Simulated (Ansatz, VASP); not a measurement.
Given: the input of a run of Ansatz 0.2.0 on ScAl3.

The input input.yaml:

```yaml
crystal:
  lattice:
    - [-1.9992859017, 1.9992859017, 4.3935092263]
    - [1.9992859017, -1.9992859017, 4.3935092263]
    - [1.9992859017, 1.9992859017, -4.3935092263]
  atoms:
    - { symbol: Sc, position: [0.0, 0.0, 0.0] }
    - { symbol: Al, position: [0.5, 0.5, 0.0] }
    - { symbol: Al, position: [0.25, 0.75, 0.5] }
    - { symbol: Al, position: [0.75, 0.25, 0.5] }
hamiltonian:
  xc: pbe
  pseudopotentials: { kind: paw }
kpoints:
  mp_grid: { grid: [9, 9, 9] }
scf:
  occupations: { method: fermi_dirac, width: 0.05 }
output:
  forces: true
  stress: true
  eigenvalues: true
```

Potentials or basis: Ansatz PAW.

The run is started by

```sh
$ ansatz run input.yaml --threads 2 --pin off --max-ram 5120MiB --backend cpu --events-out ev --progress --plain --runs-dir out
```

Question: Translate it to VASP 6.6.1. Potentials there: VASP PAW PBE potentials, release 64 (Sc_sv, Al).

Answer: As run (the cutoff follows the program's own potentials):

The input INCAR:

```
  PREC = Accurate
  ENCUT = 500
  EDIFF = 1E-6
  ISMEAR = -1
  SIGMA = 0.05
  LREAL = False
  LASPH = True
  NELM = 120
  ALGO = Normal
  ISIF = 2
  LWAVE = False
  LCHARG = False
  GGA = PE
  NBANDS = 18
  GGA_COMPAT = False
```

The input KPOINTS:

```
Automatic mesh
0
Gamma
  9 9 9
```

POSCAR

```
ScAl3
1.0
   -1.9992859017      1.9992859017      4.3935092263
    1.9992859017     -1.9992859017      4.3935092263
    1.9992859017      1.9992859017     -4.3935092263
Sc Al
1 3
Direct
    0.0000000000      0.0000000000      0.0000000000
    0.5000000000      0.5000000000      0.0000000000
    0.2500000000      0.7500000000      0.5000000000
    0.7500000000      0.2500000000      0.5000000000
```

Potentials or basis: VASP PAW PBE potentials, release 64 (Sc_sv, Al).

The run is started by

```sh
$ cat potpaw_PBE.64/Sc_sv/POTCAR potpaw_PBE.64/Al/POTCAR > POTCAR
$ mpirun -np 1 vasp_std > vasp.out
```

Both were run:

|  | VASP | Ansatz | Ansatz less VASP |
| --- | --- | --- | --- |
| gap on the k mesh at the Fermi level (eV) | none | none | - |
| pressure (GPa) | 1.4 | 1.3 | -0.02 |
| traceless stress, the component that is largest in VASP (GPa) | -0.19 | -0.20 | -0.006 |

A gap of «none» marks a metal or a gap that the smearing closes.
